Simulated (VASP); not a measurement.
GaN, 4 atoms in the cell. It takes space group P6_3mc (No. 186, hexagonal). Conventional cell: a = 3.183 Å, b = 3.183 Å, c = 5.184 Å, α = 90.00°, β = 90.00°, γ = 120.00°. Within 2.6 Å of Ga (site symmetry 3m) lie 4 N at 1.95 Å. N (site symmetry 3m) has 4 Ga at 1.95 Å within 2.6 Å. 

```yaml
Program: VASP 6.6.1
Task: single point
Functional: HSE06
Potentials_or_basis: VASP PAW PBE potentials, release 64 (Ga_d, N)
Cutoff: 520 eV
k_mesh: 6 × 6 × 2
Occupations: gaussian, width 0.01 eV
Spin: no spin polarisation
Dipole_correction: no
Grid_for_exact_exchange_PRECFOCK: Normal
Further_INCAR_settings: ALGO = Normal; EDIFF = 1e-07; NBANDS = 26
Share_of_exact_exchange: 0.25
Screening_parameter: 0.2079 1/Å
```

Potentials or basis: VASP PAW PBE potentials, release 64 (Ga_d, N).

Run with:

```sh
$ cat potpaw_PBE.64/Ga_d/POTCAR potpaw_PBE.64/N/POTCAR > POTCAR
$ cp INCAR.step1 INCAR
$ mpirun -np 1 vasp_std > vasp.out
$ cp INCAR.step2 INCAR
$ mpirun -np 1 vasp_std > vasp.out
```

Hardware: 1 thread of Intel(R) Xeon(R) Platinum 8375C CPU @ 2.90GHz (Ice Lake) (shared host).

Q: Estimate the wall time of this run.

A: Wall time 76 min on 1 thread of Intel(R) Xeon(R) Platinum 8375C CPU @ 2.90GHz (Ice Lake), on a shared host, peak memory 0.27 GiB. Counts: k points 14.
